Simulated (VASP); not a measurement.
Wanted: the native input for a VASP 6.6.1 run.

```yaml
Task: single point
Functional: PBE
Potentials_or_basis: VASP PAW PBE potentials, release 64 (Si)
Cutoff: 520 eV
k_mesh: 4 × 4 × 4
Occupations: gaussian, width 0.1 eV
Spin: no spin polarisation
Dipole_correction: no
Further_INCAR_settings: ALGO = Normal; EDIFF = 1e-07; NBANDS = 26
```

The structure of Si lies in POSCAR:

```
Si
1.0
    5.6901793058      0.0000000000      0.0000000000
    0.0000000000      4.5841348817      0.0000000000
    0.0000000000      0.0000000000      5.0509301517
Si
8
Direct
    0.4138764885      0.2500000000      0.0000000000
    0.5861235115      0.7500000000      0.5000000000
    0.5861235115      0.7500000000      0.0000000000
    0.4138764885      0.2500000000      0.5000000000
    0.9291937350      0.5198991180      0.2500000000
    0.0708062650      0.4801008820      0.7500000000
    0.0708062650      0.0198991180      0.2500000000
    0.9291937350      0.9801008820      0.7500000000
```

The input as run:

INCAR

```
SYSTEM = Si
PREC     = Accurate       ! precision mode
ENCUT    = 520            ! plane-wave cutoff, eV
EDIFF    = 1E-7           ! SCF threshold, eV
ISMEAR   = 0              ! smearing method
SIGMA    = 0.1            ! smearing width, eV
LREAL    = .FALSE.        ! projectors in reciprocal space
LASPH    = .TRUE.         ! aspherical terms in the spheres
NELM     = 100            ! most SCF steps
ALGO     = Normal         ! electronic algorithm
ISIF     = 2              ! what is computed and relaxed
LWAVE    = .FALSE.        ! write WAVECAR
LCHARG   = .FALSE.        ! write CHGCAR
GGA      = PE             ! functional
NBANDS   = 26             ! bands
```

KPOINTS

```
Automatic mesh
0
G
  4 4 4
  0 0 0
```

Potentials or basis: VASP PAW PBE potentials, release 64 (Si).

Launch:

```console
$ cat potpaw_PBE.64/Si/POTCAR > POTCAR
$ mpirun -np 1 vasp_std > vasp.out
```

It gave:

The pressure is 0.1 GPa. The largest force is 0.006 eV/Å and the band gap on the k mesh is zero (band 16 reaches 8.55 eV, above the bottom of band 17 at 7.45 eV).

Run time: 65 s on 1 thread of Intel(R) Xeon(R) Platinum 8375C CPU @ 2.90GHz (Ice Lake) (shared host), peak memory 0.25 GiB.
